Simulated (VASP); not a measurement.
# CuO (Cccm) in VASP: notebook

The runs below take CuO through single point, with PBE.

Program: VASP 6.6.1. These are calculated values, not measurements. Logs are shortened: lines on timing, memory, paths and dates and some standing lists are left out, and cuts for length are marked.

### 1 The cell of the first run

The typed cell holds 8 atoms: a = 4.282 Å, b = 4.283 Å, c = 4.842 Å, α = 90.00°, β = 90.00°, γ = 90.00°.

### 2 Single point, PBE (uniaxial strain along c: -6.0 %, then relaxed in part)

File INCAR:

```
SYSTEM = CuO
  ALGO = Normal
  EDIFF = 1E-7
  ENCUT = 520
  GGA = PE
  ISIF = 2
  ISMEAR = 0
  LASPH = .TRUE.
  LCHARG = .FALSE.
  LREAL = .FALSE.
  LWAVE = .FALSE.
  NBANDS = 44
  NELM = 100
  PREC = Accurate
  SIGMA = 0.1
```

File KPOINTS:

```
k-points
0
G
  8 8 8
  0 0 0
```

File POSCAR:

```
CuO
1.0
    4.2818764896      0.0000000000      0.0000000000
    0.0000000000      4.2834883615      0.0000000000
    0.0000000000      0.0000000000      4.8421863821
Cu O
4 4
Direct
    0.2500000000      0.2500000000      0.5000000000
    0.2500000000      0.7500000000      0.0000000000
    0.7500000000      0.7500000000      0.5000000000
    0.7500000000      0.2500000000      0.0000000000
    0.5000000000      0.0000000000      0.7500000000
    0.5000000000      0.0000000000      0.2500000000
    0.0000000000      0.5000000000      0.7500000000
    0.0000000000      0.5000000000      0.2500000000
```

Potentials or basis: VASP PAW PBE potentials, release 64 (Cu, O).

Run with:

```console
$ cat potpaw_PBE.64/Cu/POTCAR potpaw_PBE.64/O/POTCAR > POTCAR
$ mpirun -np 1 vasp_std > vasp.out
```

OUTCAR:

```text
SYSTEM = CuO
   EDIFF = 1E-7
   ENCUT = 520
   GGA = PE
   ISIF = 2
   ISMEAR = 0
   LASPH = .TRUE.
   LREAL = .FALSE.
   NELM = 100
   PREC = Accurate

 ion  position               nearest neighbor table
   1  0.250  0.250  0.500-   5 1.94   6 1.94   7 1.94   8 1.94
   2  0.250  0.750  0.000-   5 1.94   6 1.94   7 1.94   8 1.94
   3  0.750  0.750  0.500-   5 1.94   6 1.94   7 1.94   8 1.94
   4  0.750  0.250  0.000-   5 1.94   6 1.94   7 1.94   8 1.94
   5  0.500  0.000  0.750-   1 1.94   2 1.94   3 1.94   4 1.94
   6  0.500  0.000  0.250-   1 1.94   2 1.94   3 1.94   4 1.94
   7  0.000  0.500  0.750-   1 1.94   2 1.94   3 1.94   4 1.94
   8  0.000  0.500  0.250-   1 1.94   2 1.94   3 1.94   4 1.94

  LATTYP: Found a simple orthorhombic cell.
 ALAT       =     4.2818764896
 B/A-ratio  =     1.0003764405
 C/A-ratio  =     1.1308561547

  Lattice vectors:

 A1 = (   4.2818764896,   0.0000000000,   0.0000000000)
 A2 = (   0.0000000000,   4.2834883615,   0.0000000000)
 A3 = (   0.0000000000,   0.0000000000,   4.8421863821)

Analysis of symmetry for initial positions (statically):
=====================================================================
 Subroutine PRICEL returns following result:

  LATTYP: Found a base centered orthorhombic cell.
 ALAT       =     4.2818764896
 B/A-ratio  =     1.0003764405
 C/A-ratio  =     1.1308561547

  Lattice vectors:

 A1 = (   2.1409382448,  -2.1417441808,   0.0000000000)
 A2 = (   2.1409382448,   2.1417441807,   0.0000000000)
 A3 = (   0.0000000000,   0.0000000000,   4.8421863821)

   2 primitive cells build up your supercell.

 Routine SETGRP: Setting up the symmetry group for a
 simple orthorhombic supercell.

 Subroutine GETGRP returns: Found  8 space group operations
 (whereof  4 operations were pure point group operations)
 out of a pool of  8 trial point group operations.

The static configuration has the point symmetry C_2h.
 The point group associated with its full space group is D_2h.

Analysis of symmetry for dynamics (positions and initial velocities):
=====================================================================
 Subroutine PRICEL returns following result:

  LATTYP: Found a base centered orthorhombic cell.
 ALAT       =     4.2818764896
 B/A-ratio  =     1.0003764405
 C/A-ratio  =     1.1308561547

  Lattice vectors:

 A1 = (   2.1409382448,  -2.1417441808,   0.0000000000)
 A2 = (   2.1409382448,   2.1417441807,   0.0000000000)
 A3 = (   0.0000000000,   0.0000000000,   4.8421863821)

   2 primitive cells build up your supercell.

 Routine SETGRP: Setting up the symmetry group for a
 simple orthorhombic supercell.

 Subroutine GETGRP returns: Found  8 space group operations
 (whereof  4 operations were pure point group operations)
 out of a pool of  8 trial point group operations.

The dynamic configuration has the point symmetry C_2h.
 The point group associated with its full space group is D_2h.

 Subroutine INISYM returns: Found  8 space group operations
 (whereof  4 operations are pure point group operations),
 and found     2 'primitive' translations

----------------------------------------------------------------------------------------

                                     Primitive cell

  volume of cell :      44.4062

  direct lattice vectors                    reciprocal lattice vectors
     2.140938245 -2.141744181  0.000000000     0.233542467 -0.233454586  0.000000000
     2.140938245  2.141744181  0.000000000     0.233542467  0.233454586  0.000000000
     0.000000000  0.000000000  4.842186382     0.000000000  0.000000000  0.206518279

  length of vectors
     3.028313838  3.028313838  4.842186382     0.330216789  0.330216789  0.206518279

  position of ions in fractional coordinates (direct lattice)
     1.000000000  0.500000000  0.500000000
     0.500000000  0.000000000  0.000000000
     0.500000000  0.500000000  0.750000000
     0.500000000  0.500000000  0.250000000

  ion indices of the primitive-cell ions
   primitive index   ion index
                 1           1
                 2           2
[... 56 lines left out ...]
 fundamental gap:      0.0361230082
 Fermi energy:         5.0059806228

 k-point     1 :       0.0000    0.0000    0.0000
  band No.  band energies     occupation
      1     -15.0726      2.00000
      2     -14.0867      2.00000
      3     -13.3825      2.00000
      4     -13.2625      2.00000
      5      -3.2742      2.00000
      6      -1.9213      2.00000
[... 36 lines left out ...]
     43      14.8598      0.00000
     44      15.9082      0.00000

 k-point     2 :       0.1250    0.0000    0.0000
  band No.  band energies     occupation
      1     -15.0362      2.00000
      2     -14.1253      2.00000
      3     -13.3768      2.00000
      4     -13.2657      2.00000
      5      -3.2100      2.00000
      6      -1.8692      2.00000
[... 36 lines left out ...]
     43      15.4460      0.00000
     44      15.8910      0.00000

 k-point     3 :       0.2500    0.0000    0.0000
  band No.  band energies     occupation
      1     -14.9320      2.00000
      2     -14.2346      2.00000
      3     -13.3608      2.00000
      4     -13.2755      2.00000
      5      -3.0228      2.00000
      6      -1.7142      2.00000
[... 36 lines left out ...]
     43      15.6027      0.00000
     44      15.6347      0.00000

 k-point     4 :       0.3750    0.0000    0.0000
  band No.  band energies     occupation
      1     -14.7747      2.00000
      2     -14.3972      2.00000
      3     -13.3382      2.00000
      4     -13.2919      2.00000
      5      -2.7298      2.00000
      6      -1.9540      2.00000
[... 882 lines left out ...]
     43      14.1371      0.00000
     44      14.1371      0.00000

 k-point    23 :       0.2500    0.5000    0.0000
  band No.  band energies     occupation
      1     -14.5712      2.00000
      2     -14.5712      2.00000
      3     -13.3097      2.00000
      4     -13.3097      2.00000
      5      -2.3377      2.00000
      6      -2.3377      2.00000
[... 36 lines left out ...]
     43      14.5108      0.00000
     44      14.5108      0.00000

 k-point    24 :       0.3750    0.5000    0.0000
  band No.  band energies     occupation
      1     -14.5599      2.00000
      2     -14.5599      2.00000
      3     -13.3067      2.00000
      4     -13.3067      2.00000
      5      -2.3215      2.00000
      6      -2.3215      2.00000
[... 36 lines left out ...]
     43      15.0911      0.00000
     44      15.0911      0.00000

 [... further k-points ...]

------------------------ aborting loop because EDIFF is reached ----------------------------------------

  FORCE on cell =-STRESS in cart. coord.  units (eV):
  Direction    XX          YY          ZZ          XY          YZ          ZX
  --------------------------------------------------------------------------------------
  -------------------------------------------------------------------------------------
  Total        0.3528729      0.3491125      8.3862547     -0.0000000      0.0000000      0.0000000
  in kB        6.3658396      6.2980019    151.2883199     -0.0000000      0.0000000      0.0000000
  external PRESSURE =      54.6507205 kB  Pullay stress =       0.0000000 kB

 VOLUME and BASIS-vectors are now :
 -----------------------------------------------------------------------------
  energy-cutoff  :      520.00
  volume of cell :       88.81
      direct lattice vectors                 reciprocal lattice vectors
     4.281876490  0.000000000  0.000000000     0.233542467  0.000000000  0.000000000
     0.000000000  4.283488361  0.000000000     0.000000000  0.233454586  0.000000000
     0.000000000  0.000000000  4.842186382     0.000000000  0.000000000  0.206518279

 POSITION                                       TOTAL-FORCE (eV/Angst)
 -----------------------------------------------------------------------------------
      1.07047      1.07087      2.42109        -0.000000      0.000000      0.000000
      1.07047      3.21262      0.00000         0.000000      0.000000      0.000000
      3.21141      3.21262      2.42109        -0.000000      0.000000      0.000000
      3.21141      1.07087      0.00000         0.000000     -0.000000      0.000000
      2.14094      0.00000      3.63164         0.000000     -0.000000     -0.000000
      2.14094      0.00000      1.21055         0.000000     -0.000000      0.000000
      0.00000      2.14174      3.63164        -0.000000     -0.000000      0.000000
      0.00000      2.14174      1.21055         0.000000     -0.000000      0.000000
 -----------------------------------------------------------------------------------
    total drift:                                0.000000     -0.000000      0.000000

  FREE ENERGIE OF THE ION-ELECTRON SYSTEM (eV)
  ---------------------------------------------------
  free  energy   TOTEN  =       -39.2141820514 eV

  energy  without entropy=      -39.1961825090  energy(sigma->0) =      -39.20518228
```

Wall time 3.7 min (1 thread of Intel Xeon Platinum 8559C (Emerald Rapids), shared host); peak memory 0.43 GiB.

What came out:

* Free energy: -39.2142 eV
* Pressure: 5.5 GPa
* Band gap on the k mesh: zero (band 34 reaches 5.74 eV, above the bottom of band 35 at 4.48 eV)

Levels at points of the mesh, in eV from the Fermi level:
```csv
k point,band 30,band 31,band 32,band 33,band 34,band 35,band 36,band 37,band 38,band 39
"(0.00, 0.00, 0.00)",-1.71,-1.68,-1.40,-1.40,0.73,0.73,1.06,1.34,1.59,5.92
"(0.50, 0.00, 0.00)",-1.96,-1.85,-1.85,-0.49,-0.49,0.68,0.68,3.60,3.60,6.04
"(0.00, 0.50, 0.00)",-1.96,-1.85,-1.85,-0.49,-0.49,0.68,0.68,3.60,3.60,6.04
"(0.50, 0.50, 0.00)",-1.69,-1.65,-1.65,0.26,0.26,0.54,0.54,4.18,4.18,5.59
"(0.00, 0.00, 0.50)",-1.76,-1.64,-1.64,-0.69,-0.69,0.10,0.10,3.30,3.30,3.75
"(0.50, 0.00, 0.50)",-1.92,-1.92,-1.92,-0.52,-0.52,-0.52,-0.52,4.64,4.64,4.64
"(0.00, 0.50, 0.50)",-1.92,-1.92,-1.92,-0.52,-0.52,-0.52,-0.52,4.64,4.64,4.64
"(0.50, 0.50, 0.50)",-2.13,-1.94,-1.94,-0.31,-0.31,0.70,0.70,4.34,4.34,5.85
```

Caveat: the cell differs from its parent crystal (uniaxial strain along c: -6.0 %, then relaxed in part); semilocal functionals often make such compounds metallic where correlation or magnetic order opens a gap, which also shifts bond lengths.

### 3 Single point, PBE (uniaxial strain along c: -4.0 %, then relaxed in part)

File INCAR:

```
SYSTEM = CuO
  PREC = Accurate
  ENCUT = 520
  EDIFF = 1E-7
  ISMEAR = 0
  SIGMA = 0.1
  LREAL = .False.
  LASPH = .True.
  NELM = 80
  ALGO = Normal
  ISIF = 2
  LWAVE = .False.
  LCHARG = .False.
  GGA = PE
  NBANDS = 44
```

File KPOINTS:

```
Automatic mesh
0
Gamma
  8 8 8
  0 0 0
```

POSCAR, as its differences from that of step 2:

```diff
@@ -2,5 +2,5 @@
 1.0
-    4.2818764896      0.0000000000      0.0000000000
-    0.0000000000      4.2834883615      0.0000000000
-    0.0000000000      0.0000000000      4.8421863821
+    4.2432957622      0.0000000000      0.0000000000
+    0.0000000000      4.2453781990      0.0000000000
+    0.0000000000      0.0000000000      4.9452116242
 Cu O
```

Potentials or basis: VASP PAW PBE potentials, release 64 (Cu, O).

Run with:

```console
$ cat potpaw_PBE.64/Cu/POTCAR potpaw_PBE.64/O/POTCAR > POTCAR
$ mpirun -np 1 vasp_std > vasp.out
```

Run time: 4.2 min. Hardware: 1 thread of Intel Xeon Platinum 8559C (Emerald Rapids), shared host; peak memory 0.44 GiB.

Results (log left out):

```yaml
Free_energy: -39.3566 eV
Pressure: 3.8 GPa
Band_gap_on_the_k_mesh: zero (band 34 reaches 5.63 eV, above the bottom of band 35 at 4.43 eV)
```

Stress tensor (GPa, compression positive):
```
 0.61  0.00  0.00
 0.00  0.60  0.00
 0.00  0.00 10.24
```

Levels at points of the mesh, in eV from the Fermi level:
| k point | band 31 | band 32 | band 33 | band 34 | band 35 | band 36 | band 37 | band 38 |
| --- | --- | --- | --- | --- | --- | --- | --- | --- |
| (0.00, 0.00, 0.00) | -1.65 | -1.34 | -1.34 | 0.71 | 0.71 | 1.07 | 1.36 | 1.78 |
| (0.50, 0.00, 0.00) | -1.78 | -1.78 | -0.50 | -0.50 | 0.65 | 0.65 | 3.70 | 3.70 |
| (0.00, 0.50, 0.00) | -1.78 | -1.78 | -0.50 | -0.50 | 0.65 | 0.65 | 3.70 | 3.70 |
| (0.50, 0.50, 0.00) | -1.60 | -1.60 | 0.24 | 0.24 | 0.51 | 0.51 | 4.04 | 4.04 |
| (0.00, 0.00, 0.50) | -1.57 | -1.57 | -0.63 | -0.63 | 0.10 | 0.10 | 3.36 | 3.36 |
| (0.50, 0.00, 0.50) | -1.88 | -1.88 | -0.50 | -0.50 | -0.50 | -0.50 | 4.71 | 4.71 |
| (0.00, 0.50, 0.50) | -1.88 | -1.88 | -0.50 | -0.50 | -0.50 | -0.50 | 4.71 | 4.71 |
| (0.50, 0.50, 0.50) | -1.90 | -1.90 | -0.26 | -0.26 | 0.69 | 0.69 | 4.35 | 4.35 |

Caveat: the cell differs from its parent crystal (uniaxial strain along c: -4.0 %, then relaxed in part); semilocal functionals often make such compounds metallic where correlation or magnetic order opens a gap, which also shifts bond lengths.

### 4 Single point, PBE (uniaxial strain along c: -6.0 %)

File INCAR:

```
SYSTEM = CuO
PREC = Accurate ; ENCUT = 520
EDIFF = 1E-7 ; ISMEAR = 0
SIGMA = 0.1 ; LREAL = .False.
LASPH = .True. ; NELM = 80
ALGO = Normal ; ISIF = 2
LWAVE = .False. ; LCHARG = .False.
GGA = PE ; NBANDS = 44
```

File KPOINTS:

```
regular mesh
0
Gamma
  8 8 8
  0 0 0
```

POSCAR, as its differences from that of step 3:

```diff
@@ -2,5 +2,5 @@
 1.0
-    4.2432957622      0.0000000000      0.0000000000
-    0.0000000000      4.2453781990      0.0000000000
-    0.0000000000      0.0000000000      4.9452116242
+    4.2267638689      0.0000000000      0.0000000000
+    0.0000000000      4.2385231410      0.0000000000
+    0.0000000000      0.0000000000      4.8421863821
 Cu O
```

Run with:

```console
$ cat potpaw_PBE.64/Cu/POTCAR potpaw_PBE.64/O/POTCAR > POTCAR
$ mpirun -np 1 vasp_std > vasp.out
```

Run time: 14 min. Hardware: 1 thread of AMD EPYC 7R13 (Zen 3), shared host; peak memory 0.41 GiB.

Results (log left out):

```yaml
Free_energy: -39.1788 eV
Pressure: 9.2 GPa
Band_gap_on_the_k_mesh: zero (band 34 reaches 6.03 eV, above the bottom of band 35 at 4.77 eV)
```

Stress tensor (GPa, compression positive):
```
 4.46  0.00  0.00
 0.00  4.42  0.00
 0.00  0.00 18.81
```

Levels at points of the mesh, in eV from the Fermi level:
```tsv
k point	band 32	band 33	band 34	band 35	band 36	band 37
(0.00, 0.00, 0.00)	-1.42	-1.42	0.74	0.74	1.09	1.41
(0.50, 0.00, 0.00)	-1.88	-0.50	-0.50	0.68	0.68	3.68
(0.00, 0.50, 0.00)	-1.88	-0.50	-0.50	0.67	0.67	3.67
(0.50, 0.50, 0.00)	-1.69	0.26	0.26	0.54	0.54	4.09
(0.00, 0.00, 0.50)	-1.67	-0.66	-0.66	0.10	0.10	3.38
(0.50, 0.00, 0.50)	-1.97	-0.53	-0.53	-0.53	-0.53	4.70
(0.00, 0.50, 0.50)	-1.97	-0.52	-0.52	-0.52	-0.52	4.70
(0.50, 0.50, 0.50)	-1.97	-0.28	-0.28	0.71	0.71	4.32
```

Caveat: the cell differs from its parent crystal (uniaxial strain along c: -6.0 %); semilocal functionals often make such compounds metallic where correlation or magnetic order opens a gap, which also shifts bond lengths.

### 5 Single point, PBE (uniaxial strain along c: -4.0 %)

File INCAR:

```
SYSTEM = CuO
  PREC = Accurate
  ENCUT = 520
  EDIFF = 1E-7
  ISMEAR = 0
  SIGMA = 0.1
  LREAL = .FALSE.
  LASPH = .TRUE.
  NELM = 60
  ALGO = Normal
  ISIF = 2
  LWAVE = .FALSE.
  LCHARG = .FALSE.
  GGA = PE
  NBANDS = 44
```

File KPOINTS:

```
regular mesh
0
G
  8 8 8
  0 0 0
```

POSCAR, as its differences from that of step 4:

```diff
@@ -2,5 +2,5 @@
 1.0
-    4.2267638689      0.0000000000      0.0000000000
-    0.0000000000      4.2385231410      0.0000000000
-    0.0000000000      0.0000000000      4.8421863821
+    4.2059423720      0.0000000000      0.0000000000
+    0.0000000000      4.2176437167      0.0000000000
+    0.0000000000      0.0000000000      4.9452116242
 Cu O
```

Run with:

```console
$ cat potpaw_PBE.64/Cu/POTCAR potpaw_PBE.64/O/POTCAR > POTCAR
$ mpirun -np 1 vasp_std > vasp.out
```

Wall time 19 min (1 thread of AMD EPYC 7R13 (Zen 3), shared host); peak memory 0.41 GiB.

It converged, with:

- Free energy: -39.3395 eV
- Pressure: 6.1 GPa
- Band gap on the k mesh: zero (band 34 reaches 5.82 eV, above the bottom of band 35 at 4.61 eV)

Stress tensor (GPa, compression positive):
```
 3.00  0.00  0.00
 0.00  2.96  0.00
 0.00  0.00 12.48
```

Levels at points of the mesh, in eV from the Fermi level:
| k point | band 30 | band 31 | band 32 | band 33 | band 34 | band 35 | band 36 | band 37 | band 38 | band 39 |
| --- | --- | --- | --- | --- | --- | --- | --- | --- | --- | --- |
| (0.00, 0.00, 0.00) | -1.82 | -1.66 | -1.35 | -1.35 | 0.71 | 0.72 | 1.09 | 1.41 | 1.76 | 5.98 |
| (0.50, 0.00, 0.00) | -2.01 | -1.80 | -1.80 | -0.51 | -0.51 | 0.65 | 0.65 | 3.75 | 3.75 | 5.88 |
| (0.00, 0.50, 0.00) | -2.01 | -1.80 | -1.80 | -0.51 | -0.51 | 0.65 | 0.65 | 3.74 | 3.74 | 5.89 |
| (0.50, 0.50, 0.00) | -1.68 | -1.63 | -1.63 | 0.23 | 0.23 | 0.51 | 0.51 | 3.97 | 3.97 | 5.72 |
| (0.00, 0.00, 0.50) | -1.71 | -1.58 | -1.58 | -0.61 | -0.61 | 0.10 | 0.10 | 3.41 | 3.41 | 3.81 |
| (0.50, 0.00, 0.50) | -1.91 | -1.91 | -1.91 | -0.50 | -0.50 | -0.50 | -0.50 | 4.75 | 4.75 | 4.75 |
| (0.00, 0.50, 0.50) | -1.91 | -1.91 | -1.91 | -0.50 | -0.50 | -0.50 | -0.50 | 4.74 | 4.74 | 4.74 |
| (0.50, 0.50, 0.50) | -2.14 | -1.92 | -1.92 | -0.24 | -0.24 | 0.70 | 0.70 | 4.34 | 4.34 | 5.91 |

Caveat: the cell differs from its parent crystal (uniaxial strain along c: -4.0 %); semilocal functionals often make such compounds metallic where correlation or magnetic order opens a gap, which also shifts bond lengths.

### 6 The runs side by side

```csv
cell,gap on the mesh (eV),pressure (GPa)
"a = 4.282, b = 4.283, c = 4.842 Å, 8 atoms",none,5.5
"a = 4.243, b = 4.245, c = 4.945 Å, 8 atoms",none,3.8
"a = 4.227, b = 4.239, c = 4.842 Å, 8 atoms",none,9.2
"a = 4.206, b = 4.218, c = 4.945 Å, 8 atoms",none,6.1
```

Alike in all rows: task single point; level PBE; potentials or basis VASP PAW PBE potentials, release 64 (Cu, O); no spin polarisation; k mesh 8 × 8 × 8; cutoff (eV) 520; smearing gaussian 0.1 eV.

Caveats: semilocal functionals often make such compounds metallic where correlation or magnetic order opens a gap, which also shifts bond lengths.

Total energies depend on the potentials used, so only differences within one code and one set of settings carry meaning.
